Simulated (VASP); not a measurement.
Here is a VASP 6.6.1 calculation.

Contents of INCAR:

```
ALGO = Normal ; EDIFF = 1E-6
ENCUT = 520 ; GGA = PS
ISIF = 2 ; ISMEAR = -1
LASPH = T ; LCHARG = F
LREAL = F ; LWAVE = F
NBANDS = 18 ; NELM = 60
PREC = Accurate ; SIGMA = 0.05
```

Contents of KPOINTS:

```
k-points
0
Gamma
  11 11 11
```

File POSCAR:

```
ScZn
1.0
    3.1733485946      0.0000000000      0.0000000000
    0.0000000000      3.1733485946      0.0000000000
    0.0000000000      0.0000000000      3.1733485946
Sc Zn
1 1
Direct
    0.0000000000      0.0000000000      0.0000000000
    0.5000000000      0.5000000000      0.5000000000
```

Potentials or basis: VASP PAW PBE potentials, release 64 (Sc_sv, Zn).

Command:

```sh
$ cat potpaw_PBE.64/Sc_sv/POTCAR potpaw_PBE.64/Zn/POTCAR > POTCAR
$ mpirun -np 1 vasp_std > vasp.out
```

(1) What does it give for the pressure?

## Answers

(1) 13.0 GPa.

Caveat: the PAW data sets were made with another functional, which shifts forces and pressure a little.
